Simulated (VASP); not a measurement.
# NiGe: single point with PBEsol

Crystal: NiGe.

```
Ni Ge
1.0
     3.44002    0.00000    0.00000
     0.00000    5.31079    0.00000
     0.00000    0.00000    5.73926
Ni Ge
4 4
Direct
  0.25000 0.99299 0.18887
  0.75000 0.00701 0.81113
  0.75000 0.50701 0.68887
  0.25000 0.49299 0.31113
  0.25000 0.81164 0.58840
  0.75000 0.18836 0.41160
  0.75000 0.68836 0.08840
  0.25000 0.31164 0.91160
```

```json
{
  "Program": "VASP 6.6.1",
  "Task": "single point",
  "Functional": "PBEsol",
  "Potentials or basis": "VASP PAW PBE potentials, release 64 (Ni, Ge_d)",
  "Cutoff": "520 eV",
  "k mesh": "10 × 7 × 6",
  "Occupations": "gaussian, width 0.1 eV",
  "Spin": "no spin polarisation"
}
```

```
Pressure               : 0.2 GPa
Largest force          : 0.006 eV/Å
Band gap on the k mesh : zero (bands 48 and 49 overlap by 1.86 eV)
```

Forces on the atoms (eV/Å):
```
Ni   0.000 -0.004  0.005
Ni   0.000  0.004 -0.005
Ni   0.000  0.004  0.005
Ni   0.000 -0.004 -0.005
Ge   0.000 -0.005  0.002
Ge   0.000  0.005 -0.002
Ge   0.000  0.005  0.002
Ge   0.000 -0.005 -0.002
```

Stress tensor (GPa, compression positive):
```
-0.13  0.00  0.00
 0.00  0.46  0.00
 0.00  0.00  0.22
```

Levels at points of the mesh, in eV from the Fermi level:
| k point | band 45 | band 46 | band 47 | band 48 | band 49 | band 50 | band 51 | band 52 |
| --- | --- | --- | --- | --- | --- | --- | --- | --- |
| (0.00, 0.00, 0.00) | -1.66 | -1.07 | -0.96 | -0.86 | 0.72 | 0.81 | 4.00 | 4.09 |
| (0.50, 0.00, 0.00) | -1.65 | -1.65 | -1.26 | -1.26 | -0.52 | -0.52 | 2.05 | 2.05 |
| (0.00, 0.00, 0.50) | -1.27 | -1.27 | -0.18 | -0.18 | 1.10 | 1.10 | 2.71 | 2.71 |
| (0.50, 0.00, 0.50) | -1.68 | -1.68 | -1.53 | -1.53 | 0.41 | 0.41 | 0.73 | 0.73 |

Run time: 27 min on 1 thread of Oxide Virtual Turin-like Processor (shared host), peak memory 0.5 GiB.

Caveat: the PAW data sets were made with another functional, which shifts forces and pressure a little. Spin polarisation is off, so any magnetic state and its effect on volume and gap are missing.
